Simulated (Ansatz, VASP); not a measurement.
**One calculation of Zr4Si3, two programs**

```
Zr Si
1.0
     4.95265    0.00000    0.00000
     0.00000    4.95265    0.00000
     0.00000    0.00000    4.95265
Zr Si
4 3
Direct
  0.72378 0.27622 0.27622
  0.27622 0.72378 0.27622
  0.27622 0.27622 0.72378
  0.72378 0.72378 0.72378
  0.00000 0.00000 0.50000
  0.50000 0.00000 0.00000
  0.00000 0.50000 0.00000
```

Change from the starting cell: species swapped into the Si3As4 type (P-43m, No. 215).

Alike in both runs: task relaxation of cell and atoms; functional PBE; k mesh 3 × 3 × 3; occupations gaussian, width 0.2 eV; no spin polarisation.

```csv
,VASP,Ansatz
version,VASP 6.6.1,Ansatz 0.2.0
potentials or method,"VASP PAW PBE potentials, release 64 (Zr_sv, Si), cutoff 500 eV","scalar-relativistic, plane waves, PAW"
valence electrons in the cell,60,60
```

```csv
,VASP,Ansatz,Ansatz less VASP
"gap on the k mesh at the Fermi level, each at its own relaxed structure (eV)",none,none,-
relaxed volume (Å³/atom),24.88,24.99,+0.114
relaxed cell length with the largest relative difference (Å),5.584,5.593,+0.0085
```

A gap of «none» marks a metal or a gap that the smearing closes.

The k mesh is coarse, so the values compare programs but aren't converged. Noted on VASP's run: the volume moved by over 15 % at a fixed basis, so the end points are rough.
